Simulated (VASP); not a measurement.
A run of VASP 6.6.1:

File INCAR:

```
SYSTEM = Na
PREC = Accurate
ENCUT = 520
EDIFF = 1E-6
ISMEAR = -1
SIGMA = 0.13605693000000002
LREAL = .False.
LASPH = .True.
NELM = 80
ALGO = Normal
ISIF = 2
LWAVE = .False.
LCHARG = .False.
GGA = PE
NBANDS = 10
```

KPOINTS

```
Automatic mesh
0
Gamma
  11 11 11
  0 0 0
```

File POSCAR:

```
Na
1.0
    0.0000000000      2.6526732251      2.6526732251
    2.6526732251      0.0000000000      2.6526732251
    2.6526732251      2.6526732251      0.0000000000
Na
1
Direct
    0.0000000000      0.0000000000      0.0000000000
```

Potentials or basis: VASP PAW PBE potentials, release 64 (Na_pv).

The run is started by

```sh
$ cat potpaw_PBE.64/Na_pv/POTCAR > POTCAR
$ mpirun -np 1 vasp_std > vasp.out
```

Hardware: 1 thread of Intel Xeon 6975P-C, on a shared host.

Task: How long does it take, and how much memory?

Result: Wall time 20 s on 1 thread of Intel Xeon 6975P-C (shared host), peak memory 0.15 GiB. Counts: scf iterations 9, k points 56.
